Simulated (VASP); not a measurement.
A run of VASP 6.6.1:

POSCAR

```
ZnS
1.0
    3.6431478913      0.0000000000      0.0000000000
   -1.8215739456      3.1550586236      0.0000000000
    0.0000000000      0.0000000000      6.0008795477
Zn S
2 2
Direct
    0.3333333333      0.6666666667      0.0060894717
    0.6666666667      0.3333333333      0.5060894717
    0.3333333333      0.6666666667      0.3789105283
    0.6666666667      0.3333333333      0.8789105283
```

Contents of INCAR.step1:

```
  PREC = Accurate
  ENCUT = 600
  ISMEAR = 0
  SIGMA = 0.02
  LREAL = F
  LASPH = T
  NELM = 100
  GGA = PE
  ALGO = Normal
  EDIFF = 1E-4
  LWAVE = T
  LCHARG = F
```

The input INCAR.step2:

```
  PREC = Accurate
  ENCUT = 600
  EDIFF = 1E-6
  ISMEAR = 0
  SIGMA = 0.02
  LREAL = F
  LASPH = T
  NELM = 100
  ALGO = Normal
  ISIF = 4
  LWAVE = F
  LCHARG = F
  METAGGA = R2SCAN
  LMIXTAU = T
  IBRION = 2
  NSW = 50
  EDIFFG = -0.01
  ISTART = 1
```

File KPOINTS:

```
Automatic mesh
0
Gamma
  6 6 4
```

Potentials or basis: VASP PAW PBE potentials, release 64 (Zn, S).

The run is started by

```console
$ cat potpaw_PBE.64/Zn/POTCAR potpaw_PBE.64/S/POTCAR > POTCAR
$ cp INCAR.step1 INCAR
$ mpirun -np 1 vasp_std > vasp.out
$ cp INCAR.step2 INCAR
$ mpirun -np 1 vasp_std > vasp.out
```

Hardware: 1 thread of Intel Xeon 8259CL (shared host).

Estimate the wall time of this run.

Run time: 4.9 min on 1 thread of Intel Xeon 8259CL, on a shared host, peak memory 0.23 GiB. Counts: k points 21, ion steps 4.
